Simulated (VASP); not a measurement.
Here is a VASP 6.6.1 calculation.

File INCAR:

```
PREC     = Accurate       # precision mode
ENCUT    = 520            # plane-wave cutoff, eV
EDIFF    = 1E-6           # SCF threshold, eV
ISMEAR   = -1             # smearing method
SIGMA    = 0.05           # smearing width, eV
LREAL    = False          # projectors in reciprocal space
LASPH    = True           # aspherical terms in the spheres
NELM     = 100            # most SCF steps
ALGO     = Normal         # electronic algorithm
ISIF     = 2              # what is computed and relaxed
LWAVE    = False          # write WAVECAR
LCHARG   = False          # write CHGCAR
NBANDS   = 12             # bands
```

File KPOINTS:

```
regular mesh
0
Gamma
  8 8 8
```

POSCAR

```
Sb
1.0
    2.1102243954      1.2183386227      3.6812845966
   -2.1102243954      1.2183386227      3.6812845966
    0.0000000000     -2.4366772455      3.6812845966
Sb
2
Direct
    0.7665100000      0.7665100000      0.7665100000
    0.2334900000      0.2334900000      0.2334900000
```

Potentials or basis: VASP PAW LDA potentials, release 64 (Sb).

Run with:

```sh
$ cat potpaw_LDA.64/Sb/POTCAR > POTCAR
$ mpirun -np 1 vasp_std > vasp.out
```

(1) Predict the band gap on the k mesh.

(2) What does it give for the pressure?

(3) What does it give for the largest force?

Answers

(1) zero (bands 5 and 6 overlap by 0.30 eV).

(2) 3.1 GPa.

(3) 0.432 eV/Å.

Caveat: the cell stands under pressure; spin-orbit coupling is left out, which moves the levels of the heavy elements.
